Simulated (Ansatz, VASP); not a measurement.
## Two plane-wave programs on Si3N4

```
Si N
1.0
     0.00000    3.74552    3.74552
     3.74552    0.00000    3.74552
     3.74552    3.74552    0.00000
Si N
6 8
Direct
  0.12500 0.12500 0.62500
  0.12500 0.62500 0.12500
  0.62500 0.12500 0.12500
  0.12500 0.12500 0.12500
  0.75000 0.75000 0.75000
  0.50000 0.50000 0.50000
  0.36804 0.36804 0.36804
  0.35412 0.88196 0.88196
  0.88196 0.88196 0.35412
  0.88196 0.35412 0.88196
  0.36804 0.36804 0.89588
  0.36804 0.89588 0.36804
  0.88196 0.88196 0.88196
  0.89588 0.36804 0.36804
```

Alike in both runs: functional r2SCAN; k mesh 6 × 6 × 6; occupations gaussian, width 0.02 eV; no spin polarisation.

Ansatz relaxed the structure, and its values are those at the end. VASP's run is a single point on that final structure, the one shown.

```csv
,VASP,Ansatz
version,VASP 6.6.1,Ansatz 0.2.0
potentials or method,"VASP PAW PBE potentials, release 64 (Si, N), cutoff 520 eV","scalar-relativistic, plane waves, PAW"
valence electrons in the cell,64,64
```

VASP gave:

| Quantity | Value |
| --- | --- |
| gap on the k mesh at the Fermi level (eV) | 4.44 |
| least direct gap on the mesh (eV) | 4.44 |
| rms of the force components (eV/Å) | 0.011 |

**Question.** Which values does Ansatz return?

**Answer.** gap on the k mesh at the Fermi level (eV): 4.45; least direct gap on the mesh (eV): 4.45; rms of the force components (eV/Å): 0.000.

VASP's potentials were made for PBE, not for r2SCAN. Ansatz's warnings: stress scf threshold loose.
